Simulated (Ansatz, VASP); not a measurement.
Two plane-wave programs on SiB2

The input INCAR:

```
SYSTEM = SiB2
PREC     = Accurate       ! precision mode
ENCUT    = 600            ! plane-wave cutoff, eV
EDIFF    = 1E-7           ! SCF threshold, eV
ISMEAR   = 0              ! smearing method
SIGMA    = 0.1            ! smearing width, eV
LREAL    = .FALSE.        ! projectors in reciprocal space
LASPH    = .TRUE.         ! aspherical terms in the spheres
NELM     = 100            ! most SCF steps
ALGO     = Normal         ! electronic algorithm
ISIF     = 3              ! what is computed and relaxed
LWAVE    = .FALSE.        ! write WAVECAR
LCHARG   = .FALSE.        ! write CHGCAR
GGA      = PE             ! functional
IBRION   = 2              ! ionic algorithm
NSW      = 90             ! ionic steps
EDIFFG   = -0.04          ! ionic threshold
```

KPOINTS

```
Automatic mesh
0
G
  6 6 4
  0 0 0
```

The input POSCAR:

```
SiB2
1.0
    2.8628270500      0.0000000000      0.0000000000
   -1.4314135200      2.4792809500      0.0000000000
    0.0000000000      0.0000000000      4.3548535700
Si B
1 2
Direct
    0.6666666700      0.3333333300      0.0000000000
    0.0000000000      0.0000000000      0.3075542000
    0.0000000000      0.0000000000      0.6924458000
```

Input for Ansatz:

```yaml
crystal:
  lattice:
    - [2.86282705, 0.0, 0.0]
    - [-1.43141352, 2.47928095, 0.0]
    - [0.0, 0.0, 4.35485357]
  atoms:
    - { symbol: Si, position: [0.66666667, 0.33333333, 0.0] }
    - { symbol: B, position: [0.0, 0.0, 0.3075542] }
    - { symbol: B, position: [0.0, 0.0, 0.6924458] }
basis:
  ecutwfc: 420
kpoints:
  mp_grid: { grid: [6, 6, 4] }
hamiltonian:
  xc: pbe
scf:
  occupations: { method: gaussian, width: 0.1 }
  lower_state_search: "off"
output:
  forces: true
  stress: true
  eigenvalues: true
relax:
  adjacent_minimum: "off"
  f_tol: 0.04
  max_steps: 70
  cell: { stress_tol: 0.4 }
```

Alike in both runs: task relaxation of cell and atoms; functional PBE; k mesh 6 × 6 × 4; occupations gaussian, width 0.1 eV; no spin polarisation.

```csv
,VASP,Ansatz
version,VASP 6.6.1,Ansatz 0.2.0
potentials or method,"VASP PAW PBE potentials, release 64 (Si, B), cutoff 600 eV","scalar-relativistic, plane waves, PAW"
valence electrons in the cell,10,10
```

VASP gave:

| Item | Value |
| --- | --- |
| gap on the k mesh at the Fermi level, each at its own relaxed structure (eV) | none |
| relaxed volume (Å³/atom) | 10.25 |
| relaxed length of the cell vector where the two differ most in proportion (Å) | 2.799 |

Question: What did Ansatz give for the same quantities?

Answer: gap on the k mesh at the Fermi level, each at its own relaxed structure (eV): none; relaxed volume (Å³/atom): 10.26; relaxed length of the cell vector where the two differ most in proportion (Å): 2.801.

A gap of «none» marks a metal or a gap that the smearing closes.

The k mesh is coarse, so the values compare programs but aren't converged.
